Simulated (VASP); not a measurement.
## P: single point with PBE

Crystal: P.

```
CELL_PARAMETERS angstrom
1.99562 0.00000 0.00000
-0.99781 1.72826 0.00000
0.00000 0.00000 1.92296
ATOMIC_POSITIONS crystal
P 0.00000 0.00000 0.00000
```

```yaml
Program: VASP 6.6.1
Task: single point
Functional: PBE
Potentials_or_basis: VASP PAW PBE potentials, release 64 (P)
Cutoff: 520 eV
k_mesh: 18 × 18 × 17
Occupations: fermi-dirac, width 0.05 eV
Spin: no spin polarisation
```

| Quantity | Value |
| --- | --- |
| Pressure | 388.1 GPa |

Stress tensor (GPa, compression positive):
```
387.53   0.00   0.00
  0.00 387.53   0.00
  0.00   0.00 389.33
```

Levels at points of the mesh, in eV from the Fermi level:
```
           k point  band 1  band 2  band 3  band 4  band 5  band 6  band 7
(0.00, 0.00, 0.00)  -26.78    5.41    9.57   14.60   14.60   17.21   17.21
(0.50, 0.00, 0.00)  -16.03  -14.49    5.16    6.43   18.17   20.12   25.02
```

Run time: 6.1 s on 1 thread of Intel(R) Xeon(R) Platinum 8559C (Emerald Rapids), with other jobs on the host, peak memory 0.12 GiB.
